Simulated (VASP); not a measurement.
Wanted: the native input for a VASP 6.6.1 run.

- Task: single point
- Functional: PBE
- Potentials or basis: VASP PAW PBE potentials, release 64 (Sc_sv)
- Cutoff: 520 eV
- k mesh: 37 × 37 × 37
- Occupations: fermi-dirac, width 0.0612256 eV
- Spin: no spin polarisation
- Dipole correction: no
- Further INCAR settings: ALGO = Normal; EDIFF = 1e-06; NBANDS = 12

The structure of Sc lies in POSCAR:

```
Sc
1.0
    2.9669994296      0.0000000000      0.0000000000
    0.0000000000      2.9669994296      0.0000000000
    0.0000000000      0.0000000000      2.9669994296
Sc
1
Direct
    0.0000000000      0.0000000000      0.0000000000
```

This isn't the form of Sc at room conditions, which is hcp.

The input as run:

INCAR

```
SYSTEM = Sc
ALGO = Normal ; EDIFF = 1E-6
ENCUT = 520 ; GGA = PE
ISIF = 2 ; ISMEAR = -1
LASPH = .True. ; LCHARG = .True.
LELF = .True. ; LREAL = .False.
LVHAR = .True. ; LWAVE = .False.
NBANDS = 12 ; NELM = 80
PREC = Accurate ; SIGMA = 0.06122561905347299
```

KPOINTS

```
k-points
0
Gamma
  37 37 37
  0 0 0
```

Potentials or basis: VASP PAW PBE potentials, release 64 (Sc_sv).

Command:

```bash
$ cat potpaw_PBE.64/Sc_sv/POTCAR > POTCAR
$ mpirun -np 1 vasp_std > vasp.out
```

It gave:

The pressure is 0.0 GPa. The band gap on the k mesh is zero (an odd number of electrons rules out a gap without spin polarisation).

Wall time 2.4 min on 1 thread of AMD EPYC 9R45 96-Core Processor (Zen 5), on a shared host, peak memory 0.45 GiB.
